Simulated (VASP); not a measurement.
# ZnO (P6_3mc) in VASP: notebook

The runs below take ZnO through single point, with LDA.

Program: VASP 6.6.1. These are calculated values, not measurements. Logs are shortened: lines on timing, memory, paths and dates and some standing lists are left out, and cuts for length are marked.

### 1 The cell of the first run

The structure is hexagonal, space group P6_3mc (No. 186). Conventional cell: a = 3.174 Å, b = 3.174 Å, c = 5.131 Å, α = 90.00°, β = 90.00°, γ = 120.00°. Within 2.6 Å of Zn (site symmetry 3m) lie 4 O at 1.94 Å. O (site symmetry 3m) has 4 Zn at 1.94 Å within 2.6 Å.

### 2 Single point, LDA

The input, INCAR:

```
SYSTEM = ZnO
ALGO = Normal
EDIFF = 1E-6
ENCUT = 1340
GGA_COMPAT = .FALSE.
ISIF = 2
ISMEAR = 0
LASPH = .TRUE.
LCHARG = .FALSE.
LREAL = .FALSE.
LWAVE = .FALSE.
NBANDS = 26
NELM = 120
PREC = Accurate
SIGMA = 0.01
```

The input, KPOINTS:

```
k-points
0
G
  8 8 4
  0 0 0
```

The input, POSCAR:

```
ZnO
1.0
    3.1742523832      0.0000000000      0.0000000000
   -1.5871261916      2.7489832019      0.0000000000
    0.0000000000      0.0000000000      5.1314537696
Zn O
2 2
Direct
    0.3333333333      0.6666666667      0.5002751823
    0.6666666667      0.3333333333      0.0002751823
    0.6666666667      0.3333333333      0.3787348177
    0.3333333333      0.6666666667      0.8787348177
```

Potentials or basis: VASP PAW LDA potentials, release 64 (Zn, O_h).

Started as:

```sh
$ cat potpaw_LDA.64/Zn/POTCAR potpaw_LDA.64/O_h/POTCAR > POTCAR
$ mpirun -np 1 vasp_std > vasp.out
```

OUTCAR:

```text
SYSTEM = ZnO
   EDIFF = 1E-6
   ENCUT = 1340
   ISIF = 2
   ISMEAR = 0
   LASPH = .TRUE.
   LREAL = .FALSE.
   NELM = 120
   PREC = Accurate

 ion  position               nearest neighbor table
   1  0.333  0.667  0.500-   3 1.94   3 1.94   3 1.94   4 1.94
   2  0.667  0.333  0.000-   4 1.94   4 1.94   4 1.94   3 1.94
   3  0.667  0.333  0.379-   1 1.94   1 1.94   1 1.94   2 1.94
   4  0.333  0.667  0.879-   2 1.94   2 1.94   2 1.94   1 1.94

  LATTYP: Found a hexagonal cell.
 ALAT       =     3.1742523832
 C/A-ratio  =     1.6165865691

  Lattice vectors:

 A1 = (   3.1742523832,   0.0000000000,   0.0000000000)
 A2 = (  -1.5871261916,   2.7489832019,   0.0000000000)
 A3 = (   0.0000000000,   0.0000000000,   5.1314537696)

Analysis of symmetry for initial positions (statically):
=====================================================================
 Subroutine PRICEL returns:
 Original cell was already a primitive cell.

 Routine SETGRP: Setting up the symmetry group for a
 hexagonal supercell.

 Subroutine GETGRP returns: Found 12 space group operations
 (whereof  6 operations were pure point group operations)
 out of a pool of 24 trial point group operations.

The static configuration has the point symmetry C_3v.
 The point group associated with its full space group is C_6v.

Analysis of symmetry for dynamics (positions and initial velocities):
=====================================================================
 Subroutine PRICEL returns:
 Original cell was already a primitive cell.

 Routine SETGRP: Setting up the symmetry group for a
 hexagonal supercell.

 Subroutine GETGRP returns: Found 12 space group operations
 (whereof  6 operations were pure point group operations)
 out of a pool of 24 trial point group operations.

The dynamic configuration has the point symmetry C_3v.
 The point group associated with its full space group is C_6v.

 Subroutine INISYM returns: Found 12 space group operations
 (whereof  6 operations are pure point group operations),
 and found     1 'primitive' translations

----------------------------------------------------------------------------------------

                                     Primitive cell

  volume of cell :      44.7769

  direct lattice vectors                    reciprocal lattice vectors
     3.174252383  0.000000000  0.000000000     0.315034811  0.181885433  0.000000000
    -1.587126192  2.748983202  0.000000000     0.000000000  0.363770866  0.000000000
     0.000000000  0.000000000  5.131453770     0.000000000  0.000000000  0.194876549

  length of vectors
     3.174252383  3.174252383  5.131453770     0.363770866  0.363770866  0.194876549

  position of ions in fractional coordinates (direct lattice)
     0.333333333  0.666666667  0.500275182
     0.666666667  0.333333333  0.000275182
     0.666666667  0.333333333  0.378734818
     0.333333333  0.666666667  0.878734818

  ion indices of the primitive-cell ions
   primitive index   ion index
                 1           1
                 2           2
                 3           3
                 4           4

----------------------------------------------------------------------------------------

 KPOINTS: k-points

Automatic generation of k-mesh.
 Grid dimensions read from file:
 generate k-points for:    8    8    4

 Generating k-lattice:

  Cartesian coordinates                     Fractional coordinates (reciprocal lattice)
     0.039379351  0.022735679  0.000000000     0.125000000 -0.000000000  0.000000000
     0.000000000  0.045471358  0.000000000     0.000000000  0.125000000  0.000000000
     0.000000000  0.000000000  0.048719137     0.000000000  0.000000000  0.250000000

  Length of vectors
     0.045471358  0.045471358  0.048719137

  Shift w.r.t. Gamma in fractional coordinates (k-lattice)
     0.000000000  0.000000000  0.000000000

 Subroutine IBZKPT returns following result:
 ===========================================

 Found     30 irreducible k-points:

 Following reciprocal coordinates:
            Coordinates               Weight
  0.000000  0.000000  0.000000      1.000000
  0.125000  0.000000  0.000000      6.000000
  0.250000  0.000000  0.000000      6.000000
  0.375000  0.000000  0.000000      6.000000
  0.500000  0.000000  0.000000      3.000000
  0.125000  0.125000  0.000000      6.000000
[... 16 lines left out ...]
  0.250000  0.000000  0.500000      6.000000
  0.375000  0.000000  0.500000      6.000000
 [... further k-points ...]
   k-points           NKPTS =     30   k-points in BZ     NKDIM =     30   number of bands    NBANDS=     26
   number of dos      NEDOS =    301   number of ions     NIONS =      4
   total plane-waves  NPLWV = 102400
   dimension x,y,z NGX =    40 NGY =   40 NGZ =   64
   dimension x,y,z NGXF=    80 NGYF=   80 NGZF=  128
   ions per type =               2   2
   NGX,Y,Z   is equivalent  to a cutoff of  20.95, 20.95, 20.73 a.u.
   NGXF,Y,Z  is equivalent  to a cutoff of  41.90, 41.90, 41.47 a.u.
 SYSTEM =  ZnO
   PREC   = accura    normal or accurate (medium, high low for compatibility)
   ISTART =      0    job   : 0-new  1-cont  2-samecut
   ICHARG =      2    charge: 1-file 2-atom 10-const
   ISPIN  =      1    spin polarized calculation?
   LNONCOLLINEAR =      F non collinear calculations
   LSORBIT =      F    spin-orbit coupling
   LASPH  =      T    aspherical Exc in radial PAW
   ENCUT  = 1340.0 eV  98.49 Ry    9.92 a.u.   9.47  9.47 15.32*2*pi/ulx,y,z
   NELM   =    120;   NELMIN=  2; NELMDL= -5     # of ELM steps
   EDIFF  = 0.1E-05   stopping-criterion for ELM
   LREAL  =      F    real-space projection
   EDIFFG = 0.1E-04   stopping-criterion for IOM
   NSW    =      0    number of steps for IOM
   IBRION =     -1    ionic relax: 0-MD 1-quasi-New 2-CG
   NFREE  =      0    steps in history (QN), initial steepest desc. (CG)
   ISIF   =      2    stress and relaxation
   ISYM   =      2    0-nonsym 1-usesym 2-fastsym
   POTIM  = 0.5000    time-step for ionic-motion
   TEBEG  =    0.0;   TEEND  =   0.0 temperature during run
   PSTRESS=    0.0 pullay stress
   NELECT =      36.0000    total number of electrons
   NUPDOWN=      -1.0000    fix difference up-down
   EMIN   =  10.00;   EMAX   =-10.00  energy-range for DOS
   EFERMI =   0.00;   METHOD = LEGACY
   ISMEAR =     0;   SIGMA  =   0.01  broadening in eV -4-tet -1-fermi 0-gaus
   EFERMI_NEDOS =   21; number of points for ismear=-14 and -15
   IALGO  =     38    algorithm
   IMIX   =      4    mixing-type and parameters
     AMIX     =   0.40;   BMIX     =  1.00
     AMIX_MAG =   1.60;   BMIX_MAG =  1.00
  volume/ion in A,a.u.               =      11.19        75.54
  Fermi-wavevector in a.u.,A,eV,Ry     =   1.522268  2.876669 31.528763  2.317299
  Thomas-Fermi vector in A             =   2.630870
   LORBIT       =      0    0 simple, 1 ext, 2 COOP (PROOUT), +10 PAW based schemes
   GGA     = CA    functional components
   LHFCALC =     F    Hartree Fock is set to
   AEXX    =    0.0000 exact exchange contribution
   IVDW    =     0    specifies the selected vdW correction
   LEPSILON=     F    determine dielectric tensor
   LRPA    =     F    only Hartree local field effects (RPA)
 non-spin polarized calculation
 Gauss-broadening in eV      SIGMA  =   0.01
  energy-cutoff  :     1340.00
  volume of cell :       44.78
 maximum number of plane-waves:      5023
 NGX is ok and might be reduce to    40
   NGX = 19   NGY = 19   NGZ = 31

 number of electron      35.9999999 magnetization

 Free energy of the ion-electron system (eV)
  ---------------------------------------------------
  ext. energy  EPLUGINS =         0.00000000
  ---------------------------------------------------
  free energy    TOTEN  =       -21.16575645 eV

  energy without entropy =      -21.16575645  energy(sigma->0) =      -21.16575645

 E-fermi :   1.9230     XC(G=0): -11.7957

 val. band max:        1.8173461635   @ k =   0.0000   0.0000   0.0000
 cond. band min:       2.6485072772   @ k =   0.0000   0.0000   0.0000
 fundamental gap:      0.8311611138
 Fermi energy:         1.9230324454

 k-point     1 :       0.0000    0.0000    0.0000
  band No.  band energies     occupation
      1     -16.5122      2.00000
      2     -15.6485      2.00000
      3      -4.4080      2.00000
      4      -4.2823      2.00000
      5      -4.2823      2.00000
      6      -4.2420      2.00000
[... 18 lines left out ...]
     25      16.2149      0.00000
     26      16.2149      0.00000

 k-point     2 :       0.1250    0.0000    0.0000
  band No.  band energies     occupation
      1     -16.4110      2.00000
      2     -15.6032      2.00000
      3      -4.4104      2.00000
      4      -4.2559      2.00000
      5      -4.2291      2.00000
      6      -4.1893      2.00000
[... 18 lines left out ...]
     25      16.1492      0.00000
     26      16.3968      0.00000

 k-point     3 :       0.2500    0.0000    0.0000
  band No.  band energies     occupation
      1     -16.1485      2.00000
      2     -15.5013      2.00000
      3      -4.6132      2.00000
      4      -4.2213      2.00000
      5      -4.1141      2.00000
      6      -4.0156      2.00000
[... 18 lines left out ...]
     25      15.3653      0.00000
     26      16.2522      0.00000

 k-point     4 :       0.3750    0.0000    0.0000
  band No.  band energies     occupation
      1     -15.8434      2.00000
      2     -15.4261      2.00000
      3      -4.6851      2.00000
      4      -4.3246      2.00000
      5      -4.0291      2.00000
      6      -3.7892      2.00000
[... 18 lines left out ...]
     25      15.2907      0.00000
     26      16.2358      0.00000
[... 496 lines left out ...]
      1     -16.0182      2.00000
      2     -16.0182      2.00000
      3      -4.6269      2.00000
      4      -4.6269      2.00000
      5      -4.1589      2.00000
      6      -4.1589      2.00000
[... 18 lines left out ...]
     25      15.2999      0.00000
     26      15.2999      0.00000

 k-point    23 :       0.2500    0.0000    0.5000
  band No.  band energies     occupation
      1     -15.8267      2.00000
      2     -15.8267      2.00000
      3      -4.7401      2.00000
      4      -4.7401      2.00000
      5      -4.0143      2.00000
      6      -4.0143      2.00000
[... 18 lines left out ...]
     25      15.5617      0.00000
     26      15.5617      0.00000

 k-point    24 :       0.3750    0.0000    0.5000
  band No.  band energies     occupation
      1     -15.6269      2.00000
      2     -15.6269      2.00000
      3      -4.8150      2.00000
      4      -4.8150      2.00000
      5      -3.8184      2.00000
      6      -3.8184      2.00000
[... 18 lines left out ...]
     25      15.6976      0.00000
     26      15.6976      0.00000

 [... further k-points ...]

------------------------ aborting loop because EDIFF is reached ----------------------------------------

  FORCE on cell =-STRESS in cart. coord.  units (eV):
  Direction    XX          YY          ZZ          XY          YZ          ZX
  --------------------------------------------------------------------------------------
  -------------------------------------------------------------------------------------
  Total        0.8929972      0.8929972      0.8889037      0.0000000     -0.0000000      0.0000000
  in kB       31.9526368     31.9526368     31.8061682      0.0000000     -0.0000000      0.0000000
  external PRESSURE =      31.9038140 kB  Pullay stress =       0.0000000 kB

 VOLUME and BASIS-vectors are now :
 -----------------------------------------------------------------------------
  energy-cutoff  :     1340.00
  volume of cell :       44.78
      direct lattice vectors                 reciprocal lattice vectors
     3.174252383  0.000000000  0.000000000     0.315034811  0.181885433  0.000000000
    -1.587126192  2.748983202  0.000000000     0.000000000  0.363770866  0.000000000
     0.000000000  0.000000000  5.131453770     0.000000000  0.000000000  0.194876549

 POSITION                                       TOTAL-FORCE (eV/Angst)
 -----------------------------------------------------------------------------------
     -0.00000      1.83266      2.56714        -0.000000      0.000000      0.002959
      1.58713      0.91633      0.00141         0.000000     -0.000000      0.002959
      1.58713      0.91633      1.94346         0.000000     -0.000000     -0.002959
     -0.00000      1.83266      4.50919        -0.000000      0.000000     -0.002959
 -----------------------------------------------------------------------------------
    total drift:                                0.000000     -0.000000      0.000177

  FREE ENERGIE OF THE ION-ELECTRON SYSTEM (eV)
  ---------------------------------------------------
  free  energy   TOTEN  =       -21.1657564547 eV

  energy  without entropy=      -21.1657564547  energy(sigma->0) =      -21.16575645
```

Wall time 69 s (1 thread of Intel Xeon 6975P-C (Granite Rapids), shared host); peak memory 0.31 GiB.

Results:

- Free energy: -21.1658 eV
- Pressure: 3.2 GPa
- Band gap on the k mesh: 0.83 eV

Forces on the atoms (eV/Å):
```
Zn   0.000  0.000  0.003
Zn   0.000  0.000  0.003
O    0.000  0.000 -0.003
O    0.000  0.000 -0.003
```

Levels at points of the mesh, in eV from the valence-band top:
| k point | band 15 | band 16 | band 17 | band 18 | band 19 | band 20 | band 21 | band 22 |
| --- | --- | --- | --- | --- | --- | --- | --- | --- |
| (0.00, 0.00, 0.00) | -0.88 | -0.11 | 0.00 | 0.00 | 0.83 | 5.34 | 8.24 | 13.03 |
| (0.50, 0.00, 0.00) | -3.06 | -2.49 | -1.43 | -0.92 | 5.95 | 6.79 | 7.47 | 8.80 |
| (0.00, 0.00, 0.50) | -0.43 | -0.43 | -0.43 | -0.43 | 3.53 | 3.53 | 10.11 | 10.11 |
| (0.50, 0.00, 0.50) | -1.66 | -1.66 | -1.52 | -1.52 | 5.66 | 5.66 | 8.65 | 8.65 |

Caveat: the cell stands under pressure.

(Part 1 of 2 ends here.)
